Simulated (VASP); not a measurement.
Crystal: Te.

```xyz
2
Lattice="0.0000 3.3892 3.3892 3.3892 0.0000 3.3892 3.3892 3.3892 0.0000" Properties=species:S:1:pos:R:3 pbc="T T T"
Te    0.8473    0.8473    0.8473
Te    5.9310    5.9310    5.9310
```

This isn't the form of Te at room conditions, which is trigonal, of chains.

| Quantity | Value |
| --- | --- |
| Program | VASP 6.6.1 |
| Task | relaxation of cell and atoms |
| Functional | PBE |
| Potentials or basis | VASP PAW PBE potentials, release 64 (Te) |
| Cutoff | 500 eV |
| k mesh | 8 × 8 × 8 |
| Occupations | fermi-dirac, width 0.1 eV |
| Spin | no spin polarisation |

At the start: pressure 6.8 GPa; volume 38.93 Å³/atom.

**Question.** Where does the relaxation end?

**Answer.** Over 5 steps the energy falls by 133.8 meV/atom and the volume is 46.34 Å³/atom (+19.0 %); space group Fd-3m (No. 227, to 0.1 Å) before and after.

The path:
| step | energy change (eV) | largest force (eV/Å) | pressure (GPa) | volume (Å³) |
| --- | --- | --- | --- | --- |
| 1 | 0.0000 | 0.0000 | 6.76 | 77.86 |
| 2 | -0.2459 | 0.0000 | -1.28 | 97.87 |
| 3 | -0.2677 | 0.0000 | 0.05 | 92.52 |
| 4 | -0.2677 | 0.0000 | -0.04 | 92.83 |
| 5 | -0.2677 | 0.0000 | 0.00 | 92.68 |

Final structure:
```yaml
crystal:
  lattice:
    - [0.00000, 3.59189, 3.59189]
    - [3.59189, 0.00000, 3.59189]
    - [3.59189, 3.59189, 0.00000]
  atoms:
    - { symbol: Te, position: [0.12500, 0.12500, 0.12500] }
    - { symbol: Te, position: [0.87500, 0.87500, 0.87500] }
```

Caveat: the volume moved by over 15 % at a fixed basis, so the end points are rough.
